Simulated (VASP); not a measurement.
# V (Im-3m) in VASP: settings compared

V is run at these levels: PBE, LDA, BLYP+D4; tasks: relaxation of cell and atoms, single point.

Program: VASP 6.6.1. These are calculated values, not measurements. Logs are shortened: lines on timing, memory, paths and dates and some standing lists are left out, and cuts for length are marked.

### Step 1. The cell of the first run

The structure is cubic, space group Im-3m (No. 229). The conventional cell has a = 3.029 Å, b = 3.029 Å, c = 3.029 Å, α = 90.00°, β = 90.00°, γ = 90.00°. Within 3.5 Å of V (site symmetry m-3m) lie 14 V at 2.62 to 3.03 Å.

### Step 2. Relaxation of cell and atoms, PBE, collinear spin, ferromagnetic start

INCAR reads:

```
PREC = Accurate ; ENCUT = 600
EDIFF = 1E-6 ; ISMEAR = -1
SIGMA = 0.05 ; LREAL = False
LASPH = True ; NELM = 150
ALGO = Normal ; ISIF = 3
LWAVE = False ; LCHARG = False
ISPIN = 2 ; MAGMOM = 2
LORBIT = 11 ; LMAXMIX = 4
GGA = PE ; IBRION = 2
NSW = 60 ; EDIFFG = -0.01
```

KPOINTS reads:

```
regular mesh
0
Gamma
  12 12 12
```

POSCAR reads:

```
V
1.0
   -1.5143500000      1.5143500000      1.5143500000
    1.5143500000     -1.5143500000      1.5143500000
    1.5143500000      1.5143500000     -1.5143500000
V
1
Direct
    0.0000000000      0.0000000000      0.0000000000
```

Potentials or basis: VASP PAW PBE potentials, release 64 (V_sv).

Launch:

```console
$ cat potpaw_PBE.64/V_sv/POTCAR > POTCAR
$ mpirun -np 1 vasp_std > vasp.out
```

OUTCAR:

```text
PREC = Accurate
   ENCUT = 600
   EDIFF = 1E-6
   ISMEAR = -1
   LREAL = False
   LASPH = True
   NELM = 150
   ISIF = 3
   ISPIN = 2
   LORBIT = 11
   GGA = PE
   IBRION = 2
   NSW = 60
   EDIFFG = -0.01

 ion  position               nearest neighbor table
   1  0.000  0.000  0.000-

  LATTYP: Found a body centered cubic cell.
 ALAT       =     3.0287000000

  Lattice vectors:

 A1 = (  -1.5143500000,   1.5143500000,   1.5143500000)
 A2 = (   1.5143500000,  -1.5143500000,   1.5143500000)
 A3 = (   1.5143500000,   1.5143500000,  -1.5143500000)

Analysis of symmetry for initial positions (statically):
=====================================================================
 Subroutine PRICEL returns:
 Original cell was already a primitive cell.

 Routine SETGRP: Setting up the symmetry group for a
 body centered cubic supercell.

 Subroutine GETGRP returns: Found 48 space group operations
 (whereof 48 operations were pure point group operations)
 out of a pool of 48 trial point group operations.

The static configuration has the point symmetry O_h .

Analysis of symmetry for dynamics (positions and initial velocities):
=====================================================================
 Subroutine PRICEL returns:
 Original cell was already a primitive cell.

 Routine SETGRP: Setting up the symmetry group for a
 body centered cubic supercell.

 Subroutine GETGRP returns: Found 48 space group operations
 (whereof 48 operations were pure point group operations)
 out of a pool of 48 trial point group operations.

The dynamic configuration has the point symmetry O_h .

Analysis of structural, dynamic, and magnetic symmetry:
=====================================================================
 Subroutine PRICEL returns:
 Original cell was already a primitive cell.

 Routine SETGRP: Setting up the symmetry group for a
 body centered cubic supercell.

 Subroutine GETGRP returns: Found 48 space group operations
 (whereof 48 operations were pure point group operations)
 out of a pool of 48 trial point group operations.

The overall configuration has the point symmetry O_h .

 Subroutine INISYM returns: Found 48 space group operations
 (whereof 48 operations are pure point group operations),
 and found     1 'primitive' translations

----------------------------------------------------------------------------------------

                                     Primitive cell

  volume of cell :      13.8912

  direct lattice vectors                    reciprocal lattice vectors
    -1.514350000  1.514350000  1.514350000     0.000000000  0.330174662  0.330174662
     1.514350000 -1.514350000  1.514350000     0.330174662  0.000000000  0.330174662
     1.514350000  1.514350000 -1.514350000     0.330174662  0.330174662  0.000000000

  length of vectors
     2.622931140  2.622931140  2.622931140     0.466937486  0.466937486  0.466937486

  position of ions in fractional coordinates (direct lattice)
     0.000000000  0.000000000  0.000000000

  ion indices of the primitive-cell ions
   primitive index   ion index
                 1           1

----------------------------------------------------------------------------------------

 KPOINTS: regular mesh

Automatic generation of k-mesh.
 Grid dimensions read from file:
 generate k-points for:   12   12   12

 Generating k-lattice:

  Cartesian coordinates                     Fractional coordinates (reciprocal lattice)
     0.000000000  0.027514555  0.027514555     0.083333333  0.000000000  0.000000000
     0.027514555  0.000000000  0.027514555     0.000000000  0.083333333  0.000000000
     0.027514555  0.027514555  0.000000000     0.000000000  0.000000000  0.083333333

  Length of vectors
     0.038911457  0.038911457  0.038911457

  Shift w.r.t. Gamma in fractional coordinates (k-lattice)
     0.000000000  0.000000000  0.000000000

 Subroutine IBZKPT returns following result:
 ===========================================

 Found     72 irreducible k-points:

 Following reciprocal coordinates:
            Coordinates               Weight
[... 39 lines left out ...]
  Thomas-Fermi vector in A             =   2.698311
   LORBIT       =     11    0 simple, 1 ext, 2 COOP (PROOUT), +10 PAW based schemes
   GGA     = PE    functional components
   LHFCALC =     F    Hartree Fock is set to
   AEXX    =    0.0000 exact exchange contribution
   IVDW    =     0    specifies the selected vdW correction
   LEPSILON=     F    determine dielectric tensor
   LRPA    =     F    only Hartree local field effects (RPA)
 conjugate gradient relaxation of ions
 spin polarized calculation
  energy-cutoff  :      600.00
  volume of cell :       13.89
 maximum number of plane-waves:       476
 NGX is ok and might be reduce to    24
   NGX = 11   NGY = 11   NGZ = 11

--------------------------------------- Ionic step        1  -------------------------------------------

 number of electron      13.0000003 magnetization       0.0003832

 Free energy of the ion-electron system (eV)
  ---------------------------------------------------
  ext. energy  EPLUGINS =         0.00000000
  ---------------------------------------------------
  free energy    TOTEN  =        -8.98727023 eV

  energy without entropy =       -8.96928551  energy(sigma->0) =       -8.97827787

------------------------ aborting loop because EDIFF is reached ----------------------------------------

  FORCE on cell =-STRESS in cart. coord.  units (eV):
  Direction    XX          YY          ZZ          XY          YZ          ZX
  --------------------------------------------------------------------------------------
  -------------------------------------------------------------------------------------
  Total       -0.4521916     -0.4521916     -0.4521916     -0.0000000      0.0000000     -0.0000000
  in kB      -52.1548033    -52.1548033    -52.1548033     -0.0000000      0.0000000     -0.0000000
  external PRESSURE =     -52.1548033 kB  Pullay stress =       0.0000000 kB
[... 20 lines left out ...]
  energy  without entropy=       -8.9692855087  energy(sigma->0) =       -8.97827787

--------------------------------------- Ionic step        2  -------------------------------------------

 number of electron      12.9999997 magnetization       0.0000228

 E-fermi :  10.1501     XC(G=0): -13.0960

 val. band max:       10.1339157299   @ k =   0.2500   0.0000   0.0000
 cond. band min:      10.1787041668   @ k =  -0.3333   0.3333   0.1667
 fundamental gap:      0.0447884369
 Fermi energy:        10.1501292422

 spin component 1

 k-point     1 :       0.0000    0.0000    0.0000
  band No.  band energies     occupation
      1     -53.5146      1.00000
      2     -26.7557      1.00000
      3     -26.7557      1.00000
      4     -26.7557      1.00000
      5       3.4945      1.00000
      6      10.5800      0.00018
      7      10.5800      0.00018
      8      10.5800      0.00018
      9      12.6812      0.00000
     10      12.6812      0.00000
     11      30.9191      0.00000
[... 694 lines left out ...]
  energy  without entropy=       -8.9668064214  energy(sigma->0) =       -8.97572146

--------------------------------------- Ionic step        3  -------------------------------------------

 number of electron      12.9999999 magnetization       0.0000021

 Free energy of the ion-electron system (eV)
  ---------------------------------------------------
  ext. energy  EPLUGINS =         0.00000000
  ---------------------------------------------------
  free energy    TOTEN  =        -8.99428840 eV

  energy without entropy =       -8.97634678  energy(sigma->0) =       -8.98531759

 E-fermi :   9.6975     XC(G=0): -12.9028

 val. band max:        9.6940283214   @ k =  -0.1667   0.2500   0.0833
 cond. band min:       9.7382398447   @ k =  -0.3333   0.3333   0.1667
 fundamental gap:      0.0442115234
 Fermi energy:         9.6975392226

 spin component 1

 k-point     1 :       0.0000    0.0000    0.0000
  band No.  band energies     occupation
      1     -54.0105      1.00000
      2     -27.3119      1.00000
      3     -27.3119      1.00000
      4     -27.3119      1.00000
      5       3.1186      1.00000
      6      10.1196      0.00022
      7      10.1196      0.00022
      8      10.1196      0.00022
      9      12.1290      0.00000
     10      12.1290      0.00000
     11      30.1891      0.00000
[... 690 lines left out ...]
  FREE ENERGIE OF THE ION-ELECTRON SYSTEM (eV)
  ---------------------------------------------------
  free  energy   TOTEN  =        -8.9942883994 eV

  energy  without entropy=       -8.9763467850  energy(sigma->0) =       -8.98531759

 reached required accuracy - stopping structural energy minimisation

 total charge

# of ion       s       p       d       tot
------------------------------------------
    1        2.341   6.221   3.090  11.652

 magnetization (x)

# of ion       s       p       d       tot
------------------------------------------
    1       -0.000   0.000   0.000   0.000
```

It took 21 s on 1 thread of Intel Xeon 6975P-C (Granite Rapids), shared host; peak memory 0.17 GiB.

What came out:

```
Free energy                                           : -8.9943 eV
Relaxed volume                                        : 13.47 Å³/atom
Relaxed cell                                          : a = 2.596 Å, b = 2.596 Å, c = 2.596 Å, α = 109.47°, β = 109.47°, γ = 109.47°
Space group after relaxing (to 0.05 Å)                : Im-3m (No. 229)
Energy gained by relaxing                             : 7.0 meV/atom
Ionic steps                                           : 3
Pressure after relaxing                               : 0.0 GPa
Net moment                                            : 0.00 μB per cell
Valence electrons inside the program's atomic spheres : V 11.65
```

The path:
| step | energy change (eV) | largest force (eV/Å) | pressure (GPa) | volume (Å³) |
| --- | --- | --- | --- | --- |
| 1 | 0.0000 | 0.0000 | -5.22 | 13.89 |
| 2 | 0.0026 | 0.0000 | 6.82 | 13.00 |
| 3 | -0.0070 | 0.0000 | -0.05 | 13.47 |

Final structure:
```
V
1.0
    -1.49898    1.49898    1.49898
     1.49898   -1.49898    1.49898
     1.49898    1.49898   -1.49898
V
1
Direct
  0.00000 0.00000 0.00000
```

Levels at points of the mesh, in eV from the Fermi level:
Spin up:
```tsv
k point	band 2	band 3	band 4	band 5	band 6	band 7	band 8	band 9	band 10	band 11
(0.00, 0.00, 0.00)	-37.01	-37.01	-37.01	-6.58	0.42	0.42	0.42	2.43	2.43	20.49
(0.50, 0.00, 0.00)	-37.91	-37.29	-37.02	-3.16	-1.12	1.65	2.43	2.79	4.12	10.18
(0.50, 0.50, 0.50)	-37.62	-37.62	-37.62	-2.98	-2.98	3.73	3.73	3.73	10.21	10.21
```
Spin down:
| k point | band 2 | band 3 | band 4 | band 5 | band 6 | band 7 | band 8 | band 9 | band 10 | band 11 |
| --- | --- | --- | --- | --- | --- | --- | --- | --- | --- | --- |
| (0.00, 0.00, 0.00) | -37.01 | -37.01 | -37.01 | -6.58 | 0.42 | 0.42 | 0.42 | 2.43 | 2.43 | 20.49 |
| (0.50, 0.00, 0.00) | -37.91 | -37.29 | -37.02 | -3.16 | -1.12 | 1.65 | 2.43 | 2.79 | 4.12 | 10.18 |
| (0.50, 0.50, 0.50) | -37.62 | -37.62 | -37.62 | -2.98 | -2.98 | 3.73 | 3.73 | 3.73 | 10.21 | 10.21 |

### Step 3. Single point, LDA, collinear spin, ferromagnetic start

This run uses another cell than the first one, of 12.49 Å³/atom, 0.899 times its volume.

INCAR reads:

```
SYSTEM = V
  PREC = Accurate
  ENCUT = 520
  EDIFF = 1E-6
  ISMEAR = -1
  SIGMA = 0.05
  LREAL = .False.
  LASPH = .True.
  NELM = 150
  ALGO = Normal
  ISIF = 2
  LWAVE = .False.
  LCHARG = .True.
  ISPIN = 2
  MAGMOM = 2
  LORBIT = 11
  LMAXMIX = 4
  GGA = CA
  LELF = .True.
  LVHAR = .True.
  NBANDS = 16
```

KPOINTS reads:

```
Automatic mesh
0
Gamma
  12 12 12
  0 0 0
```

POSCAR reads:

```
V
1.0
   -1.4617389774      1.4617389774      1.4617389774
    1.4617389774     -1.4617389774      1.4617389774
    1.4617389774      1.4617389774     -1.4617389774
V
1
Direct
    0.0000000000      0.0000000000      0.0000000000
```

Potentials or basis: VASP PAW LDA potentials, release 64 (V_sv).

Launch:

```console
$ cat potpaw_LDA.64/V_sv/POTCAR > POTCAR
$ mpirun -np 1 vasp_std > vasp.out
```

Run time: 12 s. Hardware: 1 thread of Intel Xeon 6975P-C (Granite Rapids), shared host; peak memory 0.13 GiB.

The run converged. Its results:

| Quantity | Value |
| --- | --- |
| Free energy | -9.9532 eV |
| Pressure | 0.5 GPa |
| Net moment | 0.00 μB per cell |
| Valence electrons inside the program's atomic spheres | V 11.82 |

Levels at points of the mesh, in eV from the Fermi level:
Spin up:
```
           k point  band 3  band 4  band 5  band 6  band 7  band 8  band 9  band 10
(0.00, 0.00, 0.00)  -36.44  -36.44   -6.67    0.40    0.40    0.40    2.60     2.60
(0.50, 0.00, 0.00)  -36.80  -36.45   -3.44   -1.31    2.03    2.63    3.01     4.56
(0.50, 0.50, 0.50)  -37.23  -37.23   -3.38   -3.38    4.11    4.11    4.11    10.94
```
Spin down:
| k point | band 3 | band 4 | band 5 | band 6 | band 7 | band 8 | band 9 | band 10 |
| --- | --- | --- | --- | --- | --- | --- | --- | --- |
| (0.00, 0.00, 0.00) | -36.44 | -36.44 | -6.67 | 0.40 | 0.40 | 0.40 | 2.60 | 2.60 |
| (0.50, 0.00, 0.00) | -36.80 | -36.45 | -3.44 | -1.31 | 2.03 | 2.63 | 3.01 | 4.56 |
| (0.50, 0.50, 0.50) | -37.23 | -37.23 | -3.38 | -3.38 | 4.11 | 4.11 | 4.11 | 10.95 |

### Step 4. Relaxation of cell and atoms, LDA, collinear spin, ferromagnetic start

INCAR reads:

```
SYSTEM = V
PREC = Accurate
ENCUT = 600
EDIFF = 1E-6
ISMEAR = -1
SIGMA = 0.05
LREAL = .FALSE.
LASPH = .TRUE.
NELM = 150
ALGO = Normal
ISIF = 3
LWAVE = .FALSE.
LCHARG = .FALSE.
ISPIN = 2
MAGMOM = 2
LORBIT = 11
LMAXMIX = 4
GGA = CA
IBRION = 2
NSW = 60
EDIFFG = -0.01
```

KPOINTS reads:

```
regular mesh
0
G
  12 12 12
  0 0 0
```

POSCAR reads:

```
V
1.0
   -1.5143500000      1.5143500000      1.5143500000
    1.5143500000     -1.5143500000      1.5143500000
    1.5143500000      1.5143500000     -1.5143500000
V
1
Direct
    0.0000000000      0.0000000000      0.0000000000
```

Launch:

```console
$ cat potpaw_LDA.64/V_sv/POTCAR > POTCAR
$ mpirun -np 1 vasp_std > vasp.out
```

Run time: 23 s. Hardware: 1 thread of Intel Xeon 6975P-C (Granite Rapids), shared host; peak memory 0.15 GiB.

Results (log left out):

* Free energy: -9.9546 eV
* Relaxed volume: 12.52 Å³/atom
* Relaxed cell: a = 2.534 Å, b = 2.534 Å, c = 2.534 Å, α = 109.47°, β = 109.47°, γ = 109.47°
* Space group after relaxing (to 0.05 Å): Im-3m (No. 229)
* Energy gained by relaxing: 81.0 meV/atom
* Ionic steps: 4
* Pressure after relaxing: -0.1 GPa
* Net moment: 0.00 μB per cell
* Valence electrons inside the program's atomic spheres: V 11.81

The path:
```csv
step,energy change (eV),largest force (eV/Å),pressure (GPa),volume (Å³)
1,0.0000,0.0000,-17.46,13.89
2,0.0523,0.0000,32.82,11.06
3,-0.0809,0.0000,-0.56,12.55
4,-0.0810,0.0000,-0.06,12.52
```

Final structure:
```yaml
crystal:
  lattice:
    - [-1.46294, 1.46294, 1.46294]
    - [1.46294, -1.46294, 1.46294]
    - [1.46294, 1.46294, -1.46294]
  atoms:
    - { symbol: V, position: [0.00000, 0.00000, 0.00000] }
```

Levels at points of the mesh, in eV from the Fermi level:
Spin up:
| k point | band 3 | band 4 | band 5 | band 6 | band 7 | band 8 | band 9 | band 10 |
| --- | --- | --- | --- | --- | --- | --- | --- | --- |
| (0.00, 0.00, 0.00) | -36.44 | -36.44 | -6.66 | 0.40 | 0.40 | 0.40 | 2.59 | 2.59 |
| (0.50, 0.00, 0.00) | -36.80 | -36.45 | -3.44 | -1.30 | 2.02 | 2.62 | 3.00 | 4.54 |
| (0.50, 0.50, 0.50) | -37.23 | -37.23 | -3.37 | -3.37 | 4.10 | 4.10 | 4.10 | 10.92 |
Spin down:
| k point | band 4 | band 5 | band 6 | band 7 | band 8 | band 9 |
| --- | --- | --- | --- | --- | --- | --- |
| (0.00, 0.00, 0.00) | -36.44 | -6.66 | 0.40 | 0.40 | 0.40 | 2.59 |
| (0.50, 0.00, 0.00) | -36.45 | -3.44 | -1.30 | 2.02 | 2.62 | 3.00 |
| (0.50, 0.50, 0.50) | -37.23 | -3.37 | -3.37 | 4.10 | 4.10 | 4.10 |

LDA usually gives volumes a few per cent too small. Zero-point motion and thermal expansion aren't in these numbers.

### Step 5. Single point, BLYP+D4, collinear spin, ferromagnetic start

This run uses another cell than the first one, of 13.25 Å³/atom, 0.954 times its volume.

INCAR reads:

```
PREC = Accurate ; ENCUT = 520
EDIFF = 1E-7 ; ISMEAR = -1
SIGMA = 0.05 ; LREAL = F
LASPH = T ; NELM = 150
ALGO = Normal ; ISIF = 2
LWAVE = F ; LCHARG = F
ISPIN = 2 ; MAGMOM = 2
LORBIT = 11 ; LMAXMIX = 4
GGA = B5 ; ALDAX = 1.0
AGGAX = 1.0 ; AGGAC = 1.0
ALDAC = 0.0 ; IVDW = 13
VDW_S6 = 1.0 ; VDW_S8 = 2.34076671
VDW_A1 = 0.44488865 ; VDW_A2 = 4.0933009
NBANDS = 16
```

KPOINTS reads:

```
regular mesh
0
Gamma
  12 12 12
```

POSCAR reads:

```
V
1.0
   -1.4907213133      1.4907213133      1.4907213133
    1.4907213133     -1.4907213133      1.4907213133
    1.4907213133      1.4907213133     -1.4907213133
V
1
Direct
    0.0000000000      0.0000000000      0.0000000000
```

Potentials or basis: VASP PAW PBE potentials, release 64 (V_sv).

Launch:

```console
$ cat potpaw_PBE.64/V_sv/POTCAR > POTCAR
$ mpirun -np 1 vasp_std > vasp.out
```

Run time: 30 s. Hardware: 1 thread of AMD EPYC 9R45 (Zen 5), shared host; peak memory 0.11 GiB.

It converged, with:

```
Free energy                                           : -8.4608 eV
Pressure                                              : 0.3 GPa
Net moment                                            : 0.00 μB per cell
Valence electrons inside the program's atomic spheres : V 11.74
Dispersion energy per atom                            : -0.631 eV
```

Levels at points of the mesh, in eV from the Fermi level:
Spin up:
| k point | band 3 | band 4 | band 5 | band 6 | band 7 | band 8 | band 9 | band 10 |
| --- | --- | --- | --- | --- | --- | --- | --- | --- |
| (0.00, 0.00, 0.00) | -36.88 | -36.88 | -6.44 | 0.35 | 0.35 | 0.35 | 2.43 | 2.43 |
| (0.50, 0.00, 0.00) | -37.17 | -36.88 | -3.19 | -1.20 | 1.92 | 2.42 | 2.79 | 4.13 |
| (0.50, 0.50, 0.50) | -37.53 | -37.53 | -3.04 | -3.04 | 3.73 | 3.73 | 3.73 | 10.50 |
Spin down:
| k point | band 3 | band 4 | band 5 | band 6 | band 7 | band 8 | band 9 | band 10 |
| --- | --- | --- | --- | --- | --- | --- | --- | --- |
| (0.00, 0.00, 0.00) | -36.88 | -36.88 | -6.44 | 0.35 | 0.35 | 0.35 | 2.43 | 2.43 |
| (0.50, 0.00, 0.00) | -37.17 | -36.88 | -3.19 | -1.20 | 1.92 | 2.42 | 2.79 | 4.13 |
| (0.50, 0.50, 0.50) | -37.53 | -37.53 | -3.04 | -3.04 | 3.73 | 3.73 | 3.73 | 10.50 |

Caveat: the PAW data sets were made with another functional, which shifts forces and pressure a little; pairwise dispersion overbinds metals, which lowers pressure and volume.

### Step 6. The runs side by side

```csv
task,level,potentials or basis,cell,cutoff (eV),gap on the mesh (eV),pressure (GPa),moment (μB),relaxed volume (Å³/atom)
relaxation of cell and atoms,PBE,"VASP PAW PBE potentials, release 64 (V_sv)","relaxed from a = 2.623 Å, angles 109.5°, 1 atom",600,none,0.0,0.00,13.47
single point,LDA,"VASP PAW LDA potentials, release 64 (V_sv)","a = 2.532 Å, angles 109.5°, 1 atom",520,none,0.5,0.00,-
relaxation of cell and atoms,LDA,"VASP PAW LDA potentials, release 64 (V_sv)","relaxed from a = 2.623 Å, angles 109.5°, 1 atom",600,none,-0.1,0.00,12.52
single point,BLYP+D4,"VASP PAW PBE potentials, release 64 (V_sv)","a = 2.582 Å, angles 109.5°, 1 atom",520,none,0.3,0.00,-
```

Alike in all rows: spin collinear, ferromagnetic start; k mesh 12 × 12 × 12; smearing fermi-dirac 0.05 eV.

Caveats: the PAW data sets were made with another functional, which shifts forces and pressure a little (some runs); pairwise dispersion overbinds metals, which lowers pressure and volume (some runs).

Total energies depend on the potentials used, so only differences within one code and one set of settings carry meaning.
